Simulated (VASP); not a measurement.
A run of VASP 6.6.1:

INCAR

```
PREC = Accurate ; ENCUT = 520
EDIFF = 1E-6 ; ISMEAR = 0
SIGMA = 0.1 ; LREAL = False
LASPH = True ; NELM = 80
ALGO = Normal ; ISIF = 2
LWAVE = False ; LCHARG = False
LDIPOL = True ; IDIPOL = 3
DIPOL = 0.5 0.5 0.489 ; GGA = PS
NBANDS = 40
```

The input KPOINTS:

```
Automatic mesh
0
Gamma
  10 7 1
```

Contents of POSCAR:

```
HPt6
1.0
    2.7704872841      0.0000000000      0.0000000000
    0.0000000000      3.9180606916      0.0000000000
    0.0000000000      0.0000000000     25.9262182103
Pt H
6 1
Direct
    0.5000000000      0.5000000000      0.3278534467
    0.0000000000      0.0000000000      0.3812836705
    0.5000000000      0.5000000000      0.4347138944
    0.0000000000      0.0000000000      0.4891218851
    0.5000000000      0.5000000000      0.5446520294
    0.0000000000      0.0000000000      0.5935313543
    0.0000000000      0.0000000000      0.6535916248
```

Potentials or basis: VASP PAW PBE potentials, release 64 (Pt, H).

Launch:

```bash
$ cat potpaw_PBE.64/Pt/POTCAR potpaw_PBE.64/H/POTCAR > POTCAR
$ mpirun -np 1 vasp_std > vasp.out
```

Hardware: 1 thread of Intel(R) Xeon(R) 6975P-C (Granite Rapids) (shared host).

**Question.** Estimate the wall time of this run.

**Answer.** It took 3.8 min on 1 thread of Intel(R) Xeon(R) 6975P-C (Granite Rapids), on a shared host, peak memory 0.5 GiB. Counts: scf iterations 33, k points 24.
